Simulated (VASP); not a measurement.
# H16CO7 in VASP: further runs

The runs below take H16CO7 through single point, with PBE+D3(BJ).

Program: VASP 6.6.1. These are calculated values, not measurements. Logs are shortened: lines on timing, memory, paths and dates and some standing lists are left out, and cuts for length are marked.

### Step 1. The cell of the first run

The cell holds a disordered packing, 24 atoms: a = 6.274 Å, b = 6.274 Å, c = 6.274 Å, α = 90.00°, β = 90.00°, γ = 90.00°.

### Step 2. Single point, PBE+D3(BJ)

The input, INCAR:

```
SYSTEM = H16CO7
ALGO     = Normal         ! electronic algorithm
EDIFF    = 1E-6           ! SCF threshold, eV
ENCUT    = 520            ! plane-wave cutoff, eV
GGA      = PE             ! functional
ISIF     = 2              ! what is computed and relaxed
ISMEAR   = -1             ! smearing method
IVDW     = 12             ! dispersion correction
LASPH    = .TRUE.         ! aspherical terms in the spheres
LCHARG   = .TRUE.         ! write CHGCAR
LELF     = .TRUE.         ! ELF
LREAL    = Auto         
LVHAR    = .TRUE.       
LWAVE    = .FALSE.        ! write WAVECAR
NBANDS   = 49             ! bands
NELM     = 80             ! most SCF steps
PREC     = Accurate       ! precision mode
SIGMA    = 0.02           ! smearing width, eV
```

The input, KPOINTS:

```
k-points
0
G
  1 1 1
  0 0 0
```

The input, POSCAR:

```
H16CO7
1.0
    6.2743050000      0.0000000000      0.0000000000
    0.0000000000      6.2743050000      0.0000000000
    0.0000000000      0.0000000000      6.2743050000
O H C
7 16 1
Direct
    0.2674399794      0.4700919066      0.3939400459
    0.7118079214      0.3358140862      0.9658440258
    0.9009125313      0.6045131692      0.2837923882
    0.0136907594      0.2735123651      0.6951048762
    0.6438163271     -0.0673540735      0.1743778793
    0.5986479777      0.7261202635      0.5775779150
    0.3263469022      0.5840328132      0.9582734661
    0.3845525520      0.5566194184      0.4508069021
    0.1368916557      0.5495429374      0.3497757919
    0.5813392878      0.4085870865      0.9170577458
    0.8123130769      0.3100901215      0.8471535891
    0.8557760581      0.5068927953      0.1660263567
    0.8508352718      0.7422336020      0.2434054449
    0.1082829094      0.3269206709      0.5736731000
    0.1285720092      0.2720141912      0.8006783221
    0.5744540630     -0.1689748904      0.0806463823
    0.6571405120      0.0674656396      0.0856031066
    0.6039234624      0.8487792672      0.4818541655
    0.7348064845      0.6458085796      0.5574003814
    0.2679659341      0.8272310638      0.7420742218
    0.2820392059      0.5422911382      1.0990539988
    0.0293737713      0.6828644766      0.8213818104
    0.1425496529      0.8701202763      0.9902132587
    0.1869529773      0.7433014493      0.8770851911
```

Potentials or basis: VASP PAW PBE potentials, release 64 (O, H, C).

On the command line:

```sh
cat potpaw_PBE.64/O/POTCAR potpaw_PBE.64/H/POTCAR potpaw_PBE.64/C/POTCAR > POTCAR
mpirun -np 1 vasp_gam > vasp.out
```

OUTCAR:

```text
SYSTEM = H16CO7
   EDIFF = 1E-6
   ENCUT = 520
   GGA = PE
   ISIF = 2
   ISMEAR = -1
   IVDW = 12
   LASPH = .TRUE.
   LREAL = Auto
   NELM = 80
   PREC = Accurate
 IVDW          = 12

 ion  position               nearest neighbor table
   1  0.267  0.470  0.394-   8 0.98   9 1.00
   2  0.712  0.336  0.966-  10 0.99  11 0.99
   3  0.901  0.605  0.284-  13 0.95  12 1.00
   4  0.014  0.274  0.695-  15 0.98  14 1.02
   5  0.644  0.933  0.174-  16 0.97  17 1.02
   6  0.599  0.726  0.578-  18 0.98  19 1.00
   7  0.326  0.584  0.958-  21 0.96  24 1.42
   8  0.385  0.557  0.451-   1 0.98
   9  0.137  0.550  0.350-   1 1.00
  10  0.581  0.409  0.917-   2 0.99
  11  0.812  0.310  0.847-   2 0.99
  12  0.856  0.507  0.166-   3 1.00
  13  0.851  0.742  0.243-   3 0.95
[... 8 lines left out ...]
  22  0.029  0.683  0.821-  24 1.12
  23  0.143  0.870  0.990-  24 1.10
  24  0.187  0.743  0.877-  23 1.10  22 1.12  20 1.12   7 1.42

  LATTYP: Found a simple cubic cell.
 ALAT       =     6.2743050000

  Lattice vectors:

 A1 = (   6.2743050000,   0.0000000000,   0.0000000000)
 A2 = (   0.0000000000,   6.2743050000,   0.0000000000)
 A3 = (   0.0000000000,   0.0000000000,   6.2743050000)

Analysis of symmetry for initial positions (statically):
=====================================================================
 Subroutine PRICEL returns:
 Original cell was already a primitive cell.

 Routine SETGRP: Setting up the symmetry group for a
 simple cubic supercell.

 Subroutine GETGRP returns: Found  1 space group operations
 (whereof  1 operations were pure point group operations)
 out of a pool of 48 trial point group operations.

The static configuration has the point symmetry C_1 .

Analysis of symmetry for dynamics (positions and initial velocities):
=====================================================================
 Subroutine PRICEL returns:
 Original cell was already a primitive cell.

 Routine SETGRP: Setting up the symmetry group for a
 simple cubic supercell.

 Subroutine GETGRP returns: Found  1 space group operations
 (whereof  1 operations were pure point group operations)
 out of a pool of 48 trial point group operations.

The dynamic configuration has the point symmetry C_1 .

 Subroutine INISYM returns: Found  1 space group operations
 (whereof  1 operations are pure point group operations),
 and found     1 'primitive' translations

----------------------------------------------------------------------------------------

                                     Primitive cell

  volume of cell :     247.0000

  direct lattice vectors                    reciprocal lattice vectors
     6.274305000  0.000000000  0.000000000     0.159380202  0.000000000  0.000000000
     0.000000000  6.274305000  0.000000000     0.000000000  0.159380202  0.000000000
     0.000000000  0.000000000  6.274305000     0.000000000  0.000000000  0.159380202

  length of vectors
     6.274305000  6.274305000  6.274305000     0.159380202  0.159380202  0.159380202

  position of ions in fractional coordinates (direct lattice)
     0.267439979  0.470091907  0.393940046
     0.711807921  0.335814086  0.965844026
     0.900912531  0.604513169  0.283792388
     0.013690759  0.273512365  0.695104876
     0.643816327  0.932645927  0.174377879
     0.598647978  0.726120264  0.577577915
[... 16 lines left out ...]
     0.142549653  0.870120276  0.990213259
     0.186952977  0.743301449  0.877085191

  ion indices of the primitive-cell ions
   primitive index   ion index
                 1           1
                 2           2
                 3           3
                 4           4
                 5           5
                 6           6
[... 16 lines left out ...]
                23          23
                24          24

----------------------------------------------------------------------------------------

 KPOINTS: k-points

Automatic generation of k-mesh.
 Grid dimensions read from file:
 generate k-points for:    1    1    1

 Generating k-lattice:

  Cartesian coordinates                     Fractional coordinates (reciprocal lattice)
     0.159380202  0.000000000  0.000000000     1.000000000  0.000000000  0.000000000
     0.000000000  0.159380202  0.000000000     0.000000000  1.000000000  0.000000000
     0.000000000  0.000000000  0.159380202     0.000000000  0.000000000  1.000000000

  Length of vectors
     0.159380202  0.159380202  0.159380202

  Shift w.r.t. Gamma in fractional coordinates (k-lattice)
     0.000000000  0.000000000  0.000000000

 Subroutine IBZKPT returns following result:
 ===========================================

 Found      1 irreducible k-points:

 Following reciprocal coordinates:
            Coordinates               Weight
  0.000000  0.000000  0.000000      1.000000
   k-points           NKPTS =      1   k-points in BZ     NKDIM =      1   number of bands    NBANDS=     49
   number of dos      NEDOS =    301   number of ions     NIONS =     24
   total plane-waves  NPLWV = 110592
   dimension x,y,z NGX =    48 NGY =   48 NGZ =   48
   dimension x,y,z NGXF=    96 NGYF=   96 NGZF=   96
   ions per type =               7  16   1
   NGX,Y,Z   is equivalent  to a cutoff of  12.72, 12.72, 12.72 a.u.
   NGXF,Y,Z  is equivalent  to a cutoff of  25.44, 25.44, 25.44 a.u.
 SYSTEM =  H16CO7
   PREC   = accura    normal or accurate (medium, high low for compatibility)
   ISTART =      0    job   : 0-new  1-cont  2-samecut
   ICHARG =      2    charge: 1-file 2-atom 10-const
   ISPIN  =      1    spin polarized calculation?
   LNONCOLLINEAR =      F non collinear calculations
   LSORBIT =      F    spin-orbit coupling
   LASPH  =      T    aspherical Exc in radial PAW
   ENCUT  =  520.0 eV  38.22 Ry    6.18 a.u.  11.67 11.67 11.67*2*pi/ulx,y,z
   NELM   =     80;   NELMIN=  2; NELMDL= -5     # of ELM steps
   EDIFF  = 0.1E-05   stopping-criterion for ELM
   LREAL  =      T    real-space projection
   EDIFFG = 0.1E-04   stopping-criterion for IOM
   NSW    =      0    number of steps for IOM
   IBRION =     -1    ionic relax: 0-MD 1-quasi-New 2-CG
   NFREE  =      0    steps in history (QN), initial steepest desc. (CG)
   ISIF   =      2    stress and relaxation
   ISYM   =      2    0-nonsym 1-usesym 2-fastsym
   POTIM  = 0.5000    time-step for ionic-motion
   TEBEG  =    0.0;   TEEND  =   0.0 temperature during run
   PSTRESS=    0.0 pullay stress
   NELECT =      62.0000    total number of electrons
   NUPDOWN=      -1.0000    fix difference up-down
   EMIN   =  10.00;   EMAX   =-10.00  energy-range for DOS
   EFERMI =   0.00;   METHOD = LEGACY
   ISMEAR =    -1;   SIGMA  =   0.02  broadening in eV -4-tet -1-fermi 0-gaus
   EFERMI_NEDOS =   21; number of points for ismear=-14 and -15
   IALGO  =     38    algorithm
   IMIX   =      4    mixing-type and parameters
     AMIX     =   0.40;   BMIX     =  1.00
     AMIX_MAG =   1.60;   BMIX_MAG =  1.00
  volume/ion in A,a.u.               =      10.29        69.45
  Fermi-wavevector in a.u.,A,eV,Ry     =   1.032697  1.951515 14.510124  1.066464
  Thomas-Fermi vector in A             =   2.166908
   LORBIT       =      0    0 simple, 1 ext, 2 COOP (PROOUT), +10 PAW based schemes
   GGA     = PE    functional components
   LHFCALC =     F    Hartree Fock is set to
   AEXX    =    0.0000 exact exchange contribution
   IVDW    =    12    specifies the selected vdW correction
   LEPSILON=     F    determine dielectric tensor
   LRPA    =     F    only Hartree local field effects (RPA)
 non-spin polarized calculation
  energy-cutoff  :      520.00
  volume of cell :      247.00
 maximum number of plane-waves:      3334
 NGX is ok and might be reduce to    48
   NGX = 23   NGY = 23   NGZ = 23

 number of electron      61.9999995 magnetization

 Free energy of the ion-electron system (eV)
  ---------------------------------------------------
  ext. energy  EPLUGINS =         0.00000000
  ---------------------------------------------------
  free energy    TOTEN  =      -118.01831083 eV

  energy without entropy =     -118.01831083  energy(sigma->0) =     -118.01831083

 E-fermi :  -3.0410     XC(G=0):  -6.6474

 val. band max:       -3.6178164277   @ k =   0.0000   0.0000   0.0000
 cond. band min:       1.2635332813   @ k =   0.0000   0.0000   0.0000
 fundamental gap:      4.8813497090
 Fermi energy:        -3.0409906072

 k-point     1 :       0.0000    0.0000    0.0000
  band No.  band energies     occupation
      1     -22.9310      2.00000
      2     -22.6145      2.00000
      3     -22.2439      2.00000
      4     -22.0565      2.00000
      5     -21.8288      2.00000
      6     -21.7175      2.00000
[... 35 lines left out ...]
     42       7.1125      0.00000
     43       7.3047      0.00000
 [bands above 43 left out]

------------------------ aborting loop because EDIFF is reached ----------------------------------------

 Edisp (eV)   -0.82630

 E8    (eV) :    -0.1731

  FORCE on cell =-STRESS in cart. coord.  units (eV):
  Direction    XX          YY          ZZ          XY          YZ          ZX
  --------------------------------------------------------------------------------------
  -------------------------------------------------------------------------------------
  Total      -1.57896    -1.17997     1.83141    -0.77665     0.14128    -1.16046
  in kB     -10.24201    -7.65396    11.87953    -5.03775     0.91643    -7.52739
  external pressure =       -2.01 kB  Pullay stress =        0.00 kB

 VOLUME and BASIS-vectors are now :
 -----------------------------------------------------------------------------
  energy-cutoff  :      520.00
  volume of cell :      247.00
      direct lattice vectors                 reciprocal lattice vectors
     6.274305000  0.000000000  0.000000000     0.159380202  0.000000000  0.000000000
     0.000000000  6.274305000  0.000000000     0.000000000  0.159380202  0.000000000
     0.000000000  0.000000000  6.274305000     0.000000000  0.000000000  0.159380202

 POSITION                                       TOTAL-FORCE (eV/Angst)
 -----------------------------------------------------------------------------------
      1.67800      2.94950      2.47170         0.042283     -1.002344     -0.339642
      4.46610      2.10700      6.06000        -0.478504     -0.160007      0.841162
      5.65260      3.79290      1.78060         0.641375     -1.827791     -0.174938
      0.08590      1.71610      4.36130         1.562620     -0.026918     -0.662055
      4.03950      5.85170      1.09410         0.234265      1.138192     -0.597508
      3.75610      4.55590      3.62390         0.363253     -0.685240      0.440410
[... 16 lines left out ...]
      0.89440      5.45940      6.21290         0.396999     -0.110427      0.445735
      1.17300      4.66370      5.50310        -0.491521      1.037853     -0.997412
 -----------------------------------------------------------------------------------
    total drift:                                0.007946      0.008777      0.000273

  FREE ENERGIE OF THE ION-ELECTRON SYSTEM (eV)
  ---------------------------------------------------
  free  energy   TOTEN  =      -118.8446081939 eV

  energy  without entropy=     -118.8446081939  energy(sigma->0) =     -118.84460819
```

Wall time 36 s (1 thread of Intel Xeon Platinum 8259CL at 2.50GHz (Skylake/Cascade Lake), shared host); peak memory 0.3 GiB.

What came out:

```yaml
Free_energy: -118.8446 eV
Pressure: -0.2 GPa
Largest_force: 1.945 eV/Å
Dispersion_energy_per_atom: -0.034 eV
```

Forces in eV/Å, atoms in the order of the input:
```
O    0.042 -1.002 -0.340
O   -0.479 -0.160  0.841
O    0.641 -1.828 -0.175
O    1.563 -0.027 -0.662
O    0.234  1.138 -0.598
O    0.363 -0.685  0.440
O    0.297  0.341 -0.809
H   -0.013  0.496  0.251
H   -0.013  0.460  0.428
H    0.316  0.025 -0.053
H   -0.065  0.221 -0.540
H   -0.247  0.143  0.322
H   -0.626  1.523 -0.524
H   -0.803  0.015  0.130
H   -0.273 -0.110  0.369
H   -0.335 -0.264 -0.223
H    0.027 -0.560  0.680
H    0.262 -0.109 -0.244
H   -0.908  0.705 -0.271
H   -0.262 -0.628  0.480
H   -0.131 -0.376  1.059
H    0.503 -0.245 -0.013
H    0.397 -0.110  0.446
C   -0.492  1.038 -0.997
```

Caveat: the k points lie up to 1.00 Å⁻¹ apart.

(Part 1 of 2 ends here.)
